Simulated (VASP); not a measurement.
# Te2Mo in VASP: single point with PBEsol

Aim: the single point of Te2Mo with PBEsol.

All numbers are computed with VASP 6.6.1; they aren't measurements. Logs are shortened: lines on timing, memory, paths and dates and some standing lists are left out, and cuts for length are marked.

### 1 The cell of the first run

The cell holds a slab with vacuum, 6 atoms: a = 6.320 Å, b = 3.372 Å, c = 36.134 Å, α = 90.00°, β = 90.04°, γ = 90.00°.

### 2 Single point, PBEsol

Contents of INCAR:

```
SYSTEM = Te2Mo
  PREC = Accurate
  ENCUT = 520
  EDIFF = 1E-6
  ISMEAR = 0
  SIGMA = 0.1
  LREAL = .FALSE.
  LASPH = .TRUE.
  NELM = 60
  ALGO = Normal
  ISIF = 2
  LWAVE = .FALSE.
  LCHARG = .FALSE.
  GGA = PS
  NBANDS = 35
```

Contents of KPOINTS:

```
regular mesh
0
G
  6 10 1
  0 0 0
```

Contents of POSCAR:

```
Te2Mo
1.0
    6.3195254300      0.0000000000      0.0052233634
    0.0000000000      3.3720102261      0.0000000000
   -0.0555858980      0.0000000000     36.1338214349
Te Mo
4 2
Direct
    0.0769927465      0.7500000000      0.4431336054
    0.9230072535      0.2500000000      0.5568663946
    0.5674196621      0.2500000000      0.4590206763
    0.4325803379      0.7500000000      0.5409793237
    0.8175976899      0.7500000000      0.5023422733
    0.1824023101      0.2500000000      0.4976577267
```

Potentials or basis: VASP PAW PBE potentials, release 64 (Te, Mo_sv).

On the command line:

```console
$ cat potpaw_PBE.64/Te/POTCAR potpaw_PBE.64/Mo_sv/POTCAR > POTCAR
$ mpirun -np 1 vasp_std > vasp.out
```

OUTCAR:

```text
SYSTEM = Te2Mo
   PREC = Accurate
   ENCUT = 520
   EDIFF = 1E-6
   ISMEAR = 0
   LREAL = .FALSE.
   LASPH = .TRUE.
   NELM = 60
   ISIF = 2
   GGA = PS

 ion  position               nearest neighbor table
   1  0.077  0.750  0.443-   6 2.68   6 2.68   5 2.70   3 3.57   3 3.57   3 3.68   3 3.68
   2  0.923  0.250  0.557-   5 2.68   5 2.68   6 2.70   4 3.57   4 3.57   4 3.68   4 3.68
   3  0.567  0.250  0.459-   5 2.79   5 2.79   6 2.81   4 3.51   4 3.51   1 3.57   1 3.57   1 3.68
                             1 3.68
   4  0.433  0.750  0.541-   6 2.79   6 2.79   5 2.81   3 3.51   3 3.51   2 3.57   2 3.57   2 3.68
                             2 3.68
   5  0.818  0.750  0.502-   2 2.68   2 2.68   1 2.70   3 2.79   3 2.79   4 2.81   6 2.86   6 2.86

   6  0.182  0.250  0.498-   1 2.68   1 2.68   2 2.70   4 2.79   4 2.79   3 2.81   5 2.86   5 2.86

  LATTYP: Found a simple monoclinic cell.
 ALAT       =     6.3195275887
 B/A-ratio  =     0.5335858067
 C/A-ratio  =     5.7178109729
 COS(beta)  =    -0.0007117896

  Lattice vectors:

 A1 = (   6.3195254300,   0.0000000000,   0.0052233634)
 A2 = (   0.0000000000,   3.3720102261,   0.0000000000)
 A3 = (  -0.0555858980,   0.0000000000,  36.1338214349)

Analysis of symmetry for initial positions (statically):
=====================================================================
 Subroutine PRICEL returns:
 Original cell was already a primitive cell.

 Routine SETGRP: Setting up the symmetry group for a
 simple monoclinic supercell.

 Subroutine GETGRP returns: Found  4 space group operations
 (whereof  2 operations were pure point group operations)
 out of a pool of  4 trial point group operations.

The static configuration has the point symmetry S_2 .
 The point group associated with its full space group is C_2h.

Analysis of symmetry for dynamics (positions and initial velocities):
=====================================================================
 Subroutine PRICEL returns:
 Original cell was already a primitive cell.

 Routine SETGRP: Setting up the symmetry group for a
 simple monoclinic supercell.

 Subroutine GETGRP returns: Found  4 space group operations
 (whereof  2 operations were pure point group operations)
 out of a pool of  4 trial point group operations.

The dynamic configuration has the point symmetry S_2 .
 The point group associated with its full space group is C_2h.

[... 104 lines left out ...]
   NELM   =     60;   NELMIN=  2; NELMDL= -5     # of ELM steps
   EDIFF  = 0.1E-05   stopping-criterion for ELM
   LREAL  =      F    real-space projection
   EDIFFG = 0.1E-04   stopping-criterion for IOM
   NSW    =      0    number of steps for IOM
   IBRION =     -1    ionic relax: 0-MD 1-quasi-New 2-CG
   NFREE  =      0    steps in history (QN), initial steepest desc. (CG)
   ISIF   =      2    stress and relaxation
   ISYM   =      2    0-nonsym 1-usesym 2-fastsym
   POTIM  = 0.5000    time-step for ionic-motion
   TEBEG  =    0.0;   TEEND  =   0.0 temperature during run
   PSTRESS=    0.0 pullay stress
   NELECT =      52.0000    total number of electrons
   NUPDOWN=      -1.0000    fix difference up-down
   EMIN   =  10.00;   EMAX   =-10.00  energy-range for DOS
   EFERMI =   0.00;   METHOD = LEGACY
   ISMEAR =     0;   SIGMA  =   0.10  broadening in eV -4-tet -1-fermi 0-gaus
   EFERMI_NEDOS =   21; number of points for ismear=-14 and -15
   IALGO  =     38    algorithm
   IMIX   =      4    mixing-type and parameters
     AMIX     =   0.40;   BMIX     =  1.00
     AMIX_MAG =   1.60;   BMIX_MAG =  1.00
  volume/ion in A,a.u.               =     128.33       866.03
  Fermi-wavevector in a.u.,A,eV,Ry     =   0.666674  1.259831  6.047162  0.444454
  Thomas-Fermi vector in A             =   1.741047
   LORBIT       =      0    0 simple, 1 ext, 2 COOP (PROOUT), +10 PAW based schemes
   GGA     = PS    functional components
   LHFCALC =     F    Hartree Fock is set to
   AEXX    =    0.0000 exact exchange contribution
   IVDW    =     0    specifies the selected vdW correction
   LEPSILON=     F    determine dielectric tensor
   LRPA    =     F    only Hartree local field effects (RPA)
 non-spin polarized calculation
 Gauss-broadening in eV      SIGMA  =   0.10
  energy-cutoff  :      520.00
  volume of cell :      769.99
 maximum number of plane-waves:     20792
 NGX is ok and might be reduce to    48
   NGX = 23   NGY = 13   NGZ =135

 number of electron      51.9999999 magnetization

 Free energy of the ion-electron system (eV)
  ---------------------------------------------------
  ext. energy  EPLUGINS =         0.00000000
  ---------------------------------------------------
  free energy    TOTEN  =       -39.14606034 eV

  energy without entropy =      -39.13876938  energy(sigma->0) =      -39.14241486

 E-fermi :  -2.0229     XC(G=0):  -2.3685

 val. band max:       -2.0287015112   @ k =   0.0000   0.1000   0.0000
 cond. band min:      -2.0025062501   @ k =   0.3333   0.0000   0.0000
 fundamental gap:      0.0261952611
 Fermi energy:        -2.0229129770

 k-point     1 :       0.0000    0.0000    0.0000
  band No.  band energies     occupation
      1     -62.9824      2.00000
      2     -62.9151      2.00000
      3     -37.2866      2.00000
      4     -37.1798      2.00000
      5     -37.1754      2.00000
      6     -37.0377      2.00000
[... 901 lines left out ...]
     34       1.4558      0.00000
     35       2.5382      0.00000

------------------------ aborting loop because EDIFF is reached ----------------------------------------

  FORCE on cell =-STRESS in cart. coord.  units (eV):
  Direction    XX          YY          ZZ          XY          YZ          ZX
  --------------------------------------------------------------------------------------
  -------------------------------------------------------------------------------------
  Total        0.1239979      0.0911547      0.1759715      0.0000000      0.0000000      0.0049866
  in kB        0.2580104      0.1896714      0.3661550      0.0000000      0.0000000      0.0103760
  external PRESSURE =       0.2712790 kB  Pullay stress =       0.0000000 kB

 VOLUME and BASIS-vectors are now :
 -----------------------------------------------------------------------------
  energy-cutoff  :      520.00
  volume of cell :      769.99
      direct lattice vectors                 reciprocal lattice vectors
     6.319525430  0.000000000  0.005223363     0.158239529  0.000000000  0.000243425
     0.000000000  3.372010226  0.000000000     0.000000000  0.296559006  0.000000000
    -0.055585898  0.000000000 36.133821435    -0.000022874  0.000000000  0.027674868

 POSITION                                       TOTAL-FORCE (eV/Angst)
 -----------------------------------------------------------------------------------
      0.46193      2.52901     16.01251         0.001702     -0.000000     -0.033950
      5.80201      0.84300     20.12653        -0.001702      0.000000      0.033950
      3.56031      0.84300     16.58913        -0.004175     -0.000000     -0.019600
      2.70363      2.52901     19.54991         0.004175      0.000000      0.019600
      5.13891      2.52901     18.15582        -0.008902      0.000000      0.001778
      1.12503      0.84300     17.98323         0.008902      0.000000     -0.001778
 -----------------------------------------------------------------------------------
    total drift:                                0.000000      0.000000      0.000000

  FREE ENERGIE OF THE ION-ELECTRON SYSTEM (eV)
  ---------------------------------------------------
  free  energy   TOTEN  =       -39.1460603414 eV

  energy  without entropy=      -39.1387693799  energy(sigma->0) =      -39.14241486
```

Wall time 18 min (1 thread of Intel Xeon Platinum 8259CL at 2.50GHz (Skylake/Cascade Lake), shared host); peak memory 1.1 GiB.

Results:

```
Free energy            : -39.1461 eV
Largest force          : 0.034 eV/Å
Band gap on the k mesh : zero (bands 26 and 27 overlap by 0.52 eV)
```

Forces on the atoms (eV/Å):
```
Te   0.002  0.000 -0.034
Te  -0.002  0.000  0.034
Te  -0.004  0.000 -0.020
Te   0.004  0.000  0.020
Mo  -0.009  0.000  0.002
Mo   0.009  0.000 -0.002
```

Caveat: there is no dipole correction, which matters where the two faces differ; the PAW data sets were made with another functional, which shifts forces and pressure a little; spin-orbit coupling is left out, which moves the levels of the heavy elements.

The gap in the log of VASP goes by the Fermi energy; the results here count the filled bands.